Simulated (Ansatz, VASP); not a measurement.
**One calculation of Ni, two programs**

Contents of INCAR:

```
PREC = Accurate
ENCUT = 600
EDIFF = 1E-6
ISMEAR = -1
SIGMA = 0.05
LREAL = F
LASPH = T
NELM = 200
ALGO = Normal
ISIF = 2
LWAVE = F
LCHARG = F
ISPIN = 2
MAGMOM = 2
LORBIT = 11
LMAXMIX = 4
GGA = PS
NBANDS = 15
GGA_COMPAT = F
```

The input KPOINTS:

```
regular mesh
0
Gamma
  14 14 14
```

The input POSCAR:

```
Ni
1.0
   -1.3837154700      1.3837154700      1.3837154700
    1.3837154700     -1.3837154700      1.3837154700
    1.3837154700      1.3837154700     -1.3837154700
Ni
1
Direct
    0.0000000000      0.0000000000      0.0000000000
```

Input for Ansatz:

```yaml
crystal:
  lattice:
    - [-1.38371547, 1.38371547, 1.38371547]
    - [1.38371547, -1.38371547, 1.38371547]
    - [1.38371547, 1.38371547, -1.38371547]
  atoms:
    - { symbol: Ni, position: [0.0, 0.0, 0.0] }
kpoints:
  mp_grid:
    grid: [14, 14, 14]
hamiltonian:
  xc: pbesol
magnetization:
  spin_polarized: true
  per_species:
    Ni: 2.0
scf:
  n_extra_bands: 8
  occupations:
    method: fermi_dirac
    width: 0.05
output:
  dos:
    de: 0.1
    method:
      smearing:
        sigma: 0.15
    projected: true
```

Alike in both runs: task single point; functional PBEsol; k mesh 14 × 14 × 14; occupations fermi-dirac, width 0.05 eV; collinear spin.

```csv
,VASP,Ansatz
version,VASP 6.6.1,Ansatz 0.2.0
potentials or method,"VASP PAW PBE potentials, release 64 (Ni)","plane waves, PAW"
plane-wave cutoff (eV),600,420
valence electrons in the cell,10,18
```

Ansatz gave:

| Quantity | Value |
| --- | --- |
| gap on the k mesh at the Fermi level (eV) | none |
| net moment per atom (μB) | 0.51 |
| size of the moment on the site where the two differ most (μB) | 0.54 |

Question: Which values does VASP return?

Answer: gap on the k mesh at the Fermi level (eV): none; net moment per atom (μB): 0.51; size of the moment on the site where the two differ most (μB): 0.52.

VASP's potentials were made for PBE, not for PBEsol. Site moments also hang on the region over which each program counts them. A gap of «none» marks a metal or a gap that the smearing closes. With one functional, cell and mesh, what is left measures potentials, basis and numerics. VASP's potentials hold 10 valence electrons a cell and Ansatz's 18, so a difference there can come from the potentials and not from the codes.
